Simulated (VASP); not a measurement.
Input of a VASP 6.6.1 run:

The input POSCAR:

```
InAs
1.0
    0.0000000000      3.0564337266      3.0564337266
    3.0564337266      0.0000000000      3.0564337266
    3.0564337266      3.0564337266      0.0000000000
In As
1 1
Direct
    0.0000000000      0.0000000000      0.0000000000
    0.2500000000      0.2500000000      0.2500000000
```

Contents of INCAR.step1:

```
SYSTEM = InAs
  PREC = Accurate
  ENCUT = 520
  EDIFF = 1E-5
  ISMEAR = -1
  SIGMA = 0.02
  LREAL = .False.
  LASPH = .True.
  NELM = 80
  ALGO = Normal
  ISIF = 2
  LWAVE = .True.
  LCHARG = .False.
  NBANDS = 16
  GGA = PE
```

Contents of INCAR.step2:

```
SYSTEM = InAs
  PREC = Accurate
  ENCUT = 520
  EDIFF = 1E-6
  ISMEAR = -1
  SIGMA = 0.02
  LREAL = .False.
  LASPH = .True.
  NELM = 80
  ALGO = Normal
  ISIF = 2
  LWAVE = .False.
  LCHARG = .False.
  GGA = PE
  LHFCALC = .True.
  HFSCREEN = 0.2079
  PRECFOCK = Normal
  NBANDS = 16
  ISTART = 1
```

The input KPOINTS:

```
regular mesh
0
Gamma
  4 4 4
  0 0 0
```

Potentials or basis: VASP PAW PBE potentials, release 64 (In_d, As).

The run is started by

```bash
$ cat potpaw_PBE.64/In_d/POTCAR potpaw_PBE.64/As/POTCAR > POTCAR
$ cp INCAR.step1 INCAR
$ mpirun -np 1 vasp_std > vasp.out
$ cp INCAR.step2 INCAR
$ mpirun -np 1 vasp_std > vasp.out
```

Question: Predict the pressure.

Answer: -0.2 GPa.

Question: Predict the band gap on the k mesh.

Answer: 0.39 eV.

Caveat: the k points lie up to 0.45 Å⁻¹ apart; the PAW data sets were made with another functional, which shifts forces and pressure a little; spin-orbit coupling is left out, which moves the levels of the heavy elements.
